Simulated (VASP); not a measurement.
# Au in VASP: further runs

Au is run at these levels: PBEsol; tasks: single point.

All numbers are computed with VASP 6.6.1; they aren't measurements. Logs are shortened: lines on timing, memory, paths and dates and some standing lists are left out, and cuts for length are marked.

## 1. The cell of the first run

The structure is cubic, space group Fm-3m (No. 225). The conventional cell has a = 4.084 Å, b = 4.084 Å, c = 4.084 Å, α = 90.00°, β = 90.00°, γ = 90.00°. Within 3.8 Å of Au (site symmetry m-3m) lie 12 Au at 2.89 Å.

## 2. Single point, PBEsol

File INCAR:

```
SYSTEM = Au
PREC     = Accurate       ! precision mode
ENCUT    = 520            ! plane-wave cutoff, eV
EDIFF    = 1E-6           ! SCF threshold, eV
ISMEAR   = 0              ! smearing method
SIGMA    = 0.1            ! smearing width, eV
LREAL    = .FALSE.        ! projectors in reciprocal space
LASPH    = .TRUE.         ! aspherical terms in the spheres
NELM     = 100            ! most SCF steps
ALGO     = Fast           ! electronic algorithm
ISIF     = 2              ! what is computed and relaxed
LWAVE    = .FALSE.        ! write WAVECAR
LCHARG   = .TRUE.         ! write CHGCAR
GGA      = PS             ! functional
LELF     = .TRUE.         ! ELF
LVHAR    = .TRUE.       
NBANDS   = 12             ! bands
```

File KPOINTS:

```
regular mesh
0
G
  18 18 18
  0 0 0
```

File POSCAR:

```
Au
1.0
    0.0000000000      2.0418799349      2.0418799349
    2.0418799349      0.0000000000      2.0418799349
    2.0418799349      2.0418799349      0.0000000000
Au
1
Direct
    0.0000000000      0.0000000000      0.0000000000
```

Potentials or basis: VASP PAW PBE potentials, release 64 (Au).

Command:

```
$ cat potpaw_PBE.64/Au/POTCAR > POTCAR
$ mpirun -np 1 vasp_std > vasp.out
```

OUTCAR:

```text
SYSTEM = Au
   PREC = Accurate
   ENCUT = 520
   EDIFF = 1E-6
   ISMEAR = 0
   LREAL = .FALSE.
   LASPH = .TRUE.
   NELM = 100
   ISIF = 2
   GGA = PS

 ion  position               nearest neighbor table
   1  0.000  0.000  0.000-

  LATTYP: Found a face centered cubic cell.
 ALAT       =     4.0837598698

  Lattice vectors:

 A1 = (   0.0000000000,   2.0418799349,   2.0418799349)
 A2 = (   2.0418799349,   0.0000000000,   2.0418799349)
 A3 = (   2.0418799349,   2.0418799349,   0.0000000000)

Analysis of symmetry for initial positions (statically):
=====================================================================
 Subroutine PRICEL returns:
 Original cell was already a primitive cell.

 Routine SETGRP: Setting up the symmetry group for a
 face centered cubic supercell.

 Subroutine GETGRP returns: Found 48 space group operations
 (whereof 48 operations were pure point group operations)
 out of a pool of 48 trial point group operations.

The static configuration has the point symmetry O_h .

Analysis of symmetry for dynamics (positions and initial velocities):
=====================================================================
 Subroutine PRICEL returns:
 Original cell was already a primitive cell.

 Routine SETGRP: Setting up the symmetry group for a
 face centered cubic supercell.

 Subroutine GETGRP returns: Found 48 space group operations
 (whereof 48 operations were pure point group operations)
 out of a pool of 48 trial point group operations.

The dynamic configuration has the point symmetry O_h .

 Subroutine INISYM returns: Found 48 space group operations
 (whereof 48 operations are pure point group operations),
 and found     1 'primitive' translations

----------------------------------------------------------------------------------------

                                     Primitive cell

  volume of cell :      17.0263

  direct lattice vectors                    reciprocal lattice vectors
     0.000000000  2.041879935  2.041879935    -0.244872380  0.244872380  0.244872380
     2.041879935  0.000000000  2.041879935     0.244872380 -0.244872380  0.244872380
     2.041879935  2.041879935  0.000000000     0.244872380  0.244872380 -0.244872380

  length of vectors
     2.887654297  2.887654297  2.887654297     0.424131404  0.424131404  0.424131404

  position of ions in fractional coordinates (direct lattice)
     0.000000000  0.000000000  0.000000000

  ion indices of the primitive-cell ions
   primitive index   ion index
                 1           1

----------------------------------------------------------------------------------------

 KPOINTS: regular mesh

Automatic generation of k-mesh.
 Grid dimensions read from file:
 generate k-points for:   18   18   18

 Generating k-lattice:

  Cartesian coordinates                     Fractional coordinates (reciprocal lattice)
    -0.013604021  0.013604021  0.013604021     0.055555556  0.000000000  0.000000000
     0.013604021 -0.013604021  0.013604021     0.000000000  0.055555556  0.000000000
     0.013604021  0.013604021 -0.013604021     0.000000000  0.000000000  0.055555556

  Length of vectors
     0.023562856  0.023562856  0.023562856

  Shift w.r.t. Gamma in fractional coordinates (k-lattice)
     0.000000000  0.000000000  0.000000000

 Subroutine IBZKPT returns following result:
 ===========================================

 Found    195 irreducible k-points:

 Following reciprocal coordinates:
            Coordinates               Weight
  0.000000  0.000000  0.000000      1.000000
  0.055556  0.000000  0.000000      8.000000
  0.111111  0.000000  0.000000      8.000000
  0.166667  0.000000  0.000000      8.000000
  0.222222  0.000000  0.000000      8.000000
  0.277778  0.000000  0.000000      8.000000
[... 16 lines left out ...]
 -0.277778  0.055556  0.000000     24.000000
 -0.222222  0.055556  0.000000     24.000000
 [... further k-points ...]
   k-points           NKPTS =    195   k-points in BZ     NKDIM =    195   number of bands    NBANDS=     12
   number of dos      NEDOS =    301   number of ions     NIONS =      1
   total plane-waves  NPLWV =  13824
   dimension x,y,z NGX =    24 NGY =   24 NGZ =   24
   dimension x,y,z NGXF=    48 NGYF=   48 NGZF=   48
   ions per type =               1
   NGX,Y,Z   is equivalent  to a cutoff of  13.82, 13.82, 13.82 a.u.
   NGXF,Y,Z  is equivalent  to a cutoff of  27.63, 27.63, 27.63 a.u.
 SYSTEM =  Au
   PREC   = accura    normal or accurate (medium, high low for compatibility)
   ISTART =      0    job   : 0-new  1-cont  2-samecut
   ICHARG =      2    charge: 1-file 2-atom 10-const
   ISPIN  =      1    spin polarized calculation?
   LNONCOLLINEAR =      F non collinear calculations
   LSORBIT =      F    spin-orbit coupling
   LASPH  =      T    aspherical Exc in radial PAW
   ENCUT  =  520.0 eV  38.22 Ry    6.18 a.u.   5.37  5.37  5.37*2*pi/ulx,y,z
   NELM   =    100;   NELMIN=  2; NELMDL= -5     # of ELM steps
   EDIFF  = 0.1E-05   stopping-criterion for ELM
   LREAL  =      F    real-space projection
   EDIFFG = 0.1E-04   stopping-criterion for IOM
   NSW    =      0    number of steps for IOM
   IBRION =     -1    ionic relax: 0-MD 1-quasi-New 2-CG
   NFREE  =      0    steps in history (QN), initial steepest desc. (CG)
   ISIF   =      2    stress and relaxation
   ISYM   =      2    0-nonsym 1-usesym 2-fastsym
   POTIM  = 0.5000    time-step for ionic-motion
   TEBEG  =    0.0;   TEEND  =   0.0 temperature during run
   PSTRESS=    0.0 pullay stress
   NELECT =      11.0000    total number of electrons
   NUPDOWN=      -1.0000    fix difference up-down
   EMIN   =  10.00;   EMAX   =-10.00  energy-range for DOS
   EFERMI =   0.00;   METHOD = LEGACY
   ISMEAR =     0;   SIGMA  =   0.10  broadening in eV -4-tet -1-fermi 0-gaus
   EFERMI_NEDOS =   21; number of points for ismear=-14 and -15
   IALGO  =     68    algorithm
   IMIX   =      4    mixing-type and parameters
     AMIX     =   0.40;   BMIX     =  1.00
     AMIX_MAG =   1.60;   BMIX_MAG =  1.00
  volume/ion in A,a.u.               =      17.03       114.90
  Fermi-wavevector in a.u.,A,eV,Ry     =   1.415247  2.674429 27.251430  2.002924
  Thomas-Fermi vector in A             =   2.536705
   LORBIT       =      0    0 simple, 1 ext, 2 COOP (PROOUT), +10 PAW based schemes
   GGA     = PS    functional components
   LHFCALC =     F    Hartree Fock is set to
   AEXX    =    0.0000 exact exchange contribution
   IVDW    =     0    specifies the selected vdW correction
   LEPSILON=     F    determine dielectric tensor
   LRPA    =     F    only Hartree local field effects (RPA)
 non-spin polarized calculation
 RMM-DIIS sequential band-by-band and
 Gauss-broadening in eV      SIGMA  =   0.10
  energy-cutoff  :      520.00
  volume of cell :       17.03
 maximum number of plane-waves:       473
 NGX is ok and might be reduce to    24
   NGX = 11   NGY = 11   NGZ = 11

 number of electron      11.0000000 magnetization

 Free energy of the ion-electron system (eV)
  ---------------------------------------------------
  ext. energy  EPLUGINS =         0.00000000
  ---------------------------------------------------
  free energy    TOTEN  =        -3.92508498 eV

  energy without entropy =       -3.92366392  energy(sigma->0) =       -3.92437445

 E-fermi :   9.2629     XC(G=0): -12.8898

 val. band max:        9.2607249320   @ k =   0.5000   0.1667   0.0556
 cond. band min:       9.2677240060   @ k =   0.5000   0.2778   0.1111
 fundamental gap:      0.0069990740
 Fermi energy:         9.2628995593

 k-point     1 :       0.0000    0.0000    0.0000
  band No.  band energies     occupation
      1      -0.6370      2.00000
      2       4.6107      2.00000
      3       4.6107      2.00000
      4       4.6107      2.00000
      5       6.1433      2.00000
      6       6.1433      2.00000
      7      23.7920      0.00000
      8      27.7917      0.00000
      9      27.7917      0.00000
     10      27.7917      0.00000
     11      32.6608      0.00000
     12      37.3348      0.00000

 k-point     2 :       0.0556    0.0000    0.0000
  band No.  band energies     occupation
      1      -0.5290      2.00000
      2       4.5744      2.00000
      3       4.6483      2.00000
      4       4.6483      2.00000
      5       6.1258      2.00000
      6       6.1258      2.00000
      7      23.9215      0.00000
      8      27.0739      0.00000
      9      27.9210      0.00000
     10      27.9210      0.00000
     11      33.2783      0.00000
     12      35.9900      0.00000

 k-point     3 :       0.1111    0.0000    0.0000
  band No.  band energies     occupation
      1      -0.2133      2.00000
      2       4.4825      2.00000
      3       4.7467      2.00000
      4       4.7467      2.00000
      5       6.0902      2.00000
      6       6.0902      2.00000
      7      24.2152      0.00000
      8      25.5940      0.00000
      9      28.2865      0.00000
     10      28.2865      0.00000
     11      33.0563      0.00000
     12      35.3545      0.00000
[... 286 lines left out ...]
 k-point    23 :      -0.2778    0.0556    0.0000
  band No.  band energies     occupation
      1       1.6711      2.00000
      2       4.6358      2.00000
      3       4.8645      2.00000
      4       4.8827      2.00000
      5       6.3290      2.00000
      6       6.8619      2.00000
      7      18.6567      0.00000
      8      24.4868      0.00000
      9      27.2035      0.00000
     10      29.8261      0.00000
     11      30.8618      0.00000
     12      32.3569      0.00000

 k-point    24 :      -0.2222    0.0556    0.0000
  band No.  band energies     occupation
      1       1.1668      2.00000
      2       4.3330      2.00000
      3       4.9174      2.00000
      4       4.9565      2.00000
      5       6.0452      2.00000
      6       6.5298      2.00000
      7      20.8463      0.00000
      8      24.8795      0.00000
      9      27.8101      0.00000
     10      30.0828      0.00000
     11      30.6903      0.00000
     12      32.1309      0.00000

 [... further k-points ...]

------------------------ aborting loop because EDIFF is reached ----------------------------------------

  FORCE on cell =-STRESS in cart. coord.  units (eV):
  Direction    XX          YY          ZZ          XY          YZ          ZX
  --------------------------------------------------------------------------------------
  -------------------------------------------------------------------------------------
  Total       -0.0252608     -0.0252608     -0.0252608      0.0000000      0.0000000     -0.0000000
  in kB       -2.3770439     -2.3770439     -2.3770439      0.0000000      0.0000000     -0.0000000
  external PRESSURE =      -2.3770439 kB  Pullay stress =       0.0000000 kB

 VOLUME and BASIS-vectors are now :
 -----------------------------------------------------------------------------
  energy-cutoff  :      520.00
  volume of cell :       17.03
      direct lattice vectors                 reciprocal lattice vectors
     0.000000000  2.041879935  2.041879935    -0.244872380  0.244872380  0.244872380
     2.041879935  0.000000000  2.041879935     0.244872380 -0.244872380  0.244872380
     2.041879935  2.041879935  0.000000000     0.244872380  0.244872380 -0.244872380

 POSITION                                       TOTAL-FORCE (eV/Angst)
 -----------------------------------------------------------------------------------
      0.00000      0.00000      0.00000         0.000000     -0.000000     -0.000000
 -----------------------------------------------------------------------------------
    total drift:                               -0.000000      0.000000      0.000000

  FREE ENERGIE OF THE ION-ELECTRON SYSTEM (eV)
  ---------------------------------------------------
  free  energy   TOTEN  =        -3.9250849834 eV

  energy  without entropy=       -3.9236639177  energy(sigma->0) =       -3.92437445
```

It took 13 s on 1 thread of Intel Xeon 6975P-C (Granite Rapids), shared host; peak memory 0.16 GiB.

Results:

| Quantity | Value |
| --- | --- |
| Free energy | -3.9251 eV |
| Pressure | -0.2 GPa |

Levels at points of the mesh, in eV from the Fermi level:
```tsv
k point	band 2	band 3	band 4	band 5	band 6	band 7	band 8	band 9	band 10	band 11
(0.00, 0.00, 0.00)	-4.65	-4.65	-4.65	-3.12	-3.12	14.53	18.53	18.53	18.53	23.40
(0.50, 0.00, 0.00)	-4.69	-4.69	-1.91	-1.91	-1.00	3.09	13.97	17.13	17.13	24.93
(0.50, 0.50, 0.00)	-6.73	-1.96	-1.59	-1.59	0.98	5.78	9.99	9.99	17.20	19.83
```

Caveat: the PAW data sets were made with another functional, which shifts forces and pressure a little; spin-orbit coupling is left out, which moves the levels of the heavy elements.

## 3. Single point, PBEsol (biaxial strain in the a-b plane: -3.0 %)

File INCAR:

```
SYSTEM = Au
PREC = Accurate
ENCUT = 520
EDIFF = 1E-7
ISMEAR = 0
SIGMA = 0.1
LREAL = .FALSE.
LASPH = .TRUE.
NELM = 80
ALGO = Fast
ISIF = 2
LWAVE = .FALSE.
LCHARG = .TRUE.
GGA = PS
LELF = .TRUE.
LVHAR = .TRUE.
NBANDS = 18
```

File KPOINTS:

```
Automatic mesh
0
G
  18 18 14
  0 0 0
```

File POSCAR:

```
Au
1.0
    1.9806235371      1.9806235371      0.0000000000
   -1.9806235371      1.9806235371      0.0000000000
    0.0000000000      0.0000000000      4.1572675481
Au
2
Direct
    0.0000000000      0.0000000000      0.0000000000
    0.5000000000      0.5000000000      0.5000000000
```

Potentials or basis: VASP PAW PBE potentials, release 64 (Au).

Command:

```
$ cat potpaw_PBE.64/Au/POTCAR > POTCAR
$ mpirun -np 1 vasp_std > vasp.out
```

Run time: 2.3 min. Hardware: 1 thread of Intel Xeon 6975P-C (Granite Rapids), shared host; peak memory 0.31 GiB.

Results (log left out):

```yaml
Free_energy: -7.8076 eV
Pressure: 8.1 GPa
Band_gap_on_the_k_mesh: zero (band 11 reaches 15.47 eV, above the bottom of band 12 at 7.50 eV)
```

Stress tensor (GPa, compression positive):
```
8.87 0.00 0.00
0.00 8.87 0.00
0.00 0.00 6.71
```

Levels at points of the mesh, in eV from the Fermi level:
```tsv
k point	band 9	band 10	band 11	band 12	band 13	band 14
(0.00, 0.00, 0.00)	-2.04	-1.71	-1.71	0.23	5.29	10.61
(0.50, 0.00, 0.00)	-3.24	-3.24	-0.02	-0.02	8.06	8.06
(0.50, 0.50, 0.00)	-1.48	-1.48	1.07	1.07	6.46	6.46
(0.00, 0.00, 0.50)	-3.53	-3.53	-2.58	-2.58	15.29	15.29
(0.50, 0.00, 0.50)	-1.93	-1.93	-1.28	-1.28	3.26	3.26
(0.50, 0.50, 0.50)	-1.48	-1.48	5.34	5.34	6.28	6.28
```

Caveat: the cell differs from its parent crystal (biaxial strain in the a-b plane: -3.0 %); the PAW data sets were made with another functional, which shifts forces and pressure a little; spin-orbit coupling is left out, which moves the levels of the heavy elements.

## 4. Single point, PBEsol (biaxial strain in the a-b plane: -2.0 %)

File INCAR:

```
ALGO = Fast ; EDIFF = 1E-6
ENCUT = 520 ; GGA = PS
ISIF = 2 ; ISMEAR = 0
LASPH = True ; LCHARG = True
LELF = True ; LREAL = False
LVHAR = True ; LWAVE = False
NBANDS = 18 ; NELM = 60
PREC = Accurate ; SIGMA = 0.1
```

File KPOINTS:

```
k-points
0
Gamma
  18 18 14
```

File POSCAR:

```
Au
1.0
    2.0010423365      2.0010423365      0.0000000000
   -2.0010423365      2.0010423365      0.0000000000
    0.0000000000      0.0000000000      4.1327649888
Au
2
Direct
    0.0000000000      0.0000000000      0.0000000000
    0.5000000000      0.5000000000      0.5000000000
```

Command:

```
$ cat potpaw_PBE.64/Au/POTCAR > POTCAR
$ mpirun -np 1 vasp_std > vasp.out
```

Wall time 97 s (1 thread of Intel Xeon 6975P-C (Granite Rapids), shared host); peak memory 0.31 GiB.

The run converged. Its results:

| Item | Value |
| --- | --- |
| Free energy | -7.8317 eV |
| Pressure | 5.1 GPa |
| Band gap on the k mesh | zero (band 11 reaches 14.97 eV, above the bottom of band 12 at 7.22 eV) |

Stress tensor (GPa, compression positive):
```
5.59 0.00 0.00
0.00 5.59 0.00
0.00 0.00 4.00
```

Levels at points of the mesh, in eV from the Fermi level:
| k point | band 8 | band 9 | band 10 | band 11 | band 12 | band 13 | band 14 | band 15 |
| --- | --- | --- | --- | --- | --- | --- | --- | --- |
| (0.00, 0.00, 0.00) | -3.10 | -2.03 | -1.68 | -1.68 | 0.47 | 5.45 | 10.39 | 10.39 |
| (0.50, 0.00, 0.00) | -3.87 | -3.22 | -3.22 | -0.11 | -0.11 | 8.20 | 8.20 | 10.15 |
| (0.50, 0.50, 0.00) | -1.78 | -1.53 | -1.53 | 1.03 | 1.03 | 6.21 | 6.21 | 9.78 |
| (0.00, 0.00, 0.50) | -3.51 | -3.51 | -3.51 | -2.59 | -2.59 | 15.11 | 15.11 | 15.11 |
| (0.50, 0.00, 0.50) | -2.07 | -1.93 | -1.93 | -1.20 | -1.20 | 3.19 | 3.19 | 13.82 |
| (0.50, 0.50, 0.50) | -3.47 | -1.53 | -1.53 | 5.11 | 5.11 | 6.27 | 6.27 | 6.27 |

Caveat: the cell differs from its parent crystal (biaxial strain in the a-b plane: -2.0 %); the PAW data sets were made with another functional, which shifts forces and pressure a little; spin-orbit coupling is left out, which moves the levels of the heavy elements.

(Continued in part 2 of 2.)
